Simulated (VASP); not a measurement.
Wanted: the native input for a VASP 6.6.1 run.

```
Task                   : single point
Functional             : PBE
Potentials or basis    : VASP PAW PBE potentials, release 64 (Ba_sv, Mg, H)
Cutoff                 : 520 eV
k mesh                 : 8 × 8 × 6
Occupations            : gaussian, width 0.1 eV
Spin                   : no spin polarisation
Dipole correction      : no
Further INCAR settings : ALGO = Normal; EDIFF = 1e-06; NBANDS = 18
```

The structure of BaMg3H3 lies in POSCAR:

```
BaMg3H3
1.0
    4.3611568211      0.0000000000      0.0000000000
    0.0000000000      4.3611568211      0.0000000000
    0.0000000000      0.0000000000      7.0946105229
Ba Mg H
1 3 3
Direct
    0.0000000000      0.0000000000      0.6322168481
    0.5000000000      0.0000000000      0.0752385460
    0.0000000000      0.5000000000      0.0752385460
    0.5000000000      0.5000000000      0.3758639059
    0.5000000000      0.5000000000      0.6452748316
    0.5000000000      0.0000000000      0.3897108361
    0.0000000000      0.5000000000      0.3897108361
```

These files were run (other wordings do the same):

INCAR

```
PREC     = Accurate       # precision mode
ENCUT    = 520            # plane-wave cutoff, eV
EDIFF    = 1E-6           # SCF threshold, eV
ISMEAR   = 0              # smearing method
SIGMA    = 0.1            # smearing width, eV
LREAL    = False          # projectors in reciprocal space
LASPH    = True           # aspherical terms in the spheres
NELM     = 80             # most SCF steps
ALGO     = Normal         # electronic algorithm
ISIF     = 2              # what is computed and relaxed
LWAVE    = False          # write WAVECAR
LCHARG   = False          # write CHGCAR
GGA      = PE             # functional
NBANDS   = 18             # bands
```

KPOINTS

```
Automatic mesh
0
Gamma
  8 8 6
```

Potentials or basis: VASP PAW PBE potentials, release 64 (Ba_sv, Mg, H).

Run with:

```console
$ cat potpaw_PBE.64/Ba_sv/POTCAR potpaw_PBE.64/Mg/POTCAR potpaw_PBE.64/H/POTCAR > POTCAR
$ mpirun -np 1 vasp_std > vasp.out
```

It gave:

```json
{
  "Pressure": "0.1 GPa",
  "Largest force": "0.049 eV/Å"
}
```

It took 100 s on 1 thread of Oxide Virtual Turin-like Processor, on a shared host, peak memory 0.3 GiB.
